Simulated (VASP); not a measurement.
Here is a VASP 6.6.1 calculation.

File INCAR:

```
SYSTEM = ZnSe
ALGO = Normal ; EDIFF = 1E-6
EDIFFG = -0.005 ; ENCUT = 600
GGA = PS ; IBRION = 2
ISIF = 3 ; ISMEAR = -1
LASPH = .TRUE. ; LCHARG = .FALSE.
LREAL = .FALSE. ; LWAVE = .FALSE.
NELM = 60 ; NSW = 60
PREC = Accurate ; SIGMA = 0.08
```

KPOINTS

```
k-points
0
G
  11 11 11
  0 0 0
```

The input POSCAR:

```
ZnSe
1.0
    0.0000000000      2.8798249876      2.8798249876
    2.8798249876      0.0000000000      2.8798249876
    2.8798249876      2.8798249876      0.0000000000
Zn Se
1 1
Direct
    0.0000000000      0.0000000000      0.0000000000
    0.2500000000      0.2500000000      0.2500000000
```

Potentials or basis: VASP PAW PBE potentials, release 64 (Zn, Se).

Run with:

```console
$ cat potpaw_PBE.64/Zn/POTCAR potpaw_PBE.64/Se/POTCAR > POTCAR
$ mpirun -np 1 vasp_std > vasp.out
```

Q: What does it give for the relaxed cell?

A: a = 3.988 Å, b = 3.988 Å, c = 3.988 Å, α = 60.00°, β = 60.00°, γ = 60.00°.

Q: What does it give for the relaxed volume?

A: 22.42 Å³/atom.

Final structure:
```
Zn Se
1.0
     0.00000    2.81984    2.81984
     2.81984    0.00000    2.81984
     2.81984    2.81984    0.00000
Zn Se
1 1
Direct
  0.00000 0.00000 0.00000
  0.25000 0.25000 0.25000
```

Caveat: the PAW data sets were made with another functional, which shifts forces and pressure a little.
